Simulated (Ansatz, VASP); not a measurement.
## KTaO3 in VASP and in Ansatz

```xyz
5
Lattice="4.0421 0.0000 0.0000 0.0000 4.0421 0.0000 0.0000 0.0000 4.0421" Properties=species:S:1:pos:R:3 pbc="T T T"
K     2.0210    2.0210    2.0210
Ta    0.0000    0.0000    0.0000
O     2.0210    0.0000    0.0000
O     0.0000    2.0210    0.0000
O     0.0000    0.0000    2.0210
```

Alike in both runs: functional r2SCAN; k mesh 8 × 8 × 8; occupations fermi-dirac, width 0.02 eV; no spin polarisation.

Ansatz relaxed the structure, and its values are those at the end. VASP's run is a single point on that final structure, the one shown.

|  | VASP | Ansatz |
| --- | --- | --- |
| version | VASP 6.6.1 | Ansatz 0.2.0 |
| potentials or method | VASP PAW PBE potentials, release 64 (K_sv, Ta_pv, O), cutoff 520 eV | PAW plane waves |
| valence electrons in the cell | 38 | 40 |

|  | VASP | Ansatz | Ansatz less VASP |
| --- | --- | --- | --- |
| gap on the k mesh at the Fermi level (eV) | 2.49 | 2.53 | +0.040 |
| pressure (GPa) | -6.7 | -7.6 | -0.89 |

VASP's potentials were made for PBE, not for r2SCAN. VASP's potentials hold 38 valence electrons a cell and Ansatz's 40, so a difference there can come from the potentials and not from the codes. Ansatz's warnings: stress scf threshold loose.

Neither program's run includes spin-orbit coupling.
